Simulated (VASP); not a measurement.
Runs of VASP 6.6.1 on TaTlH4. The structure is that of space group P4/mmm (No. 123), or close to it. The cells are those of the table. 

```csv
task,cell,k mesh,cutoff (eV),gap on the mesh (eV),pressure (GPa),relaxed volume (Å³/atom),largest force (eV/Å)
relaxation of cell and atoms,"relaxed from a = 3.091, b = 3.091, c = 7.098 Å, 6 atoms",12 × 12 × 6,600,none,0.0,(a),0.01
relaxation of cell and atoms,"relaxed from a = 3.107, b = 3.107, c = 7.176 Å, 6 atoms",6 × 6 × 4,600,none,0.2,(b),0.03
single point,"a = 3.091, b = 3.091, c = 7.098 Å, 6 atoms",6 × 6 × 4,520,none,-0.2,-,-
relaxation of cell and atoms,"relaxed from a = 4.206, b = 4.206, c = 5.948 Å, 6 atoms",4 × 4 × 4,600,none,0.0,11.78,0.03
single point,"a = 3.099, b = 3.099, c = 7.041 Å, 6 atoms",12 × 12 × 6,520,none,-0.1,-,0.01
```

Alike in all rows: level PBE; potentials or basis VASP PAW PBE potentials, release 64 (Ta_pv, Tl_d, H); no spin polarisation; smearing gaussian 0.1 eV.

Estimate the missing entries.

(a) 11.29; (b) 11.35.

Caveats: some runs use coarse meshes; spin-orbit coupling is left out, which moves the levels of the heavy elements; the volume moved by over 15 % at a fixed basis, so the end points are rough (some runs).

A k mesh can miss the band edges, and the runs leave out spin-orbit coupling on Ta, Tl.

A gap of «none» marks levels without a gap at the run's occupations.
